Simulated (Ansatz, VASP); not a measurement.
One calculation of GaSi, two programs

```
Ga Si
1.0
     2.61091    0.00000    0.00000
     0.00000    2.61091    0.00000
     0.00000    0.00000    5.22017
Ga Si
1 1
Direct
  0.50000 0.50000 0.50000
  0.50000 0.50000 0.00000
```

Alike in both runs: functional PBE; k mesh 6 × 6 × 6; occupations gaussian, width 0.1 eV; no spin polarisation.

Ansatz relaxed the structure, and its values are those at the end. VASP's run is a single point on that final structure, the one shown.

```csv
,VASP,Ansatz
version,VASP 6.6.1,Ansatz 0.2.0
potentials or method,"VASP PAW PBE potentials, release 64 (Ga_d, Si), cutoff 520 eV","scalar-relativistic, plane waves, PAW"
valence electrons in the cell,17,17
```

|  | VASP | Ansatz | Ansatz less VASP |
| --- | --- | --- | --- |
| gap on the k mesh at the Fermi level (eV) | none | none | - |
| pressure (GPa) | 0.0 | 0.0 | -0.01 |

A gap of «none» marks a metal or a gap that the smearing closes. The functional is the same, so the differences come from potentials, cutoffs and numerics.

The k mesh is coarse, so the values compare programs but aren't converged.
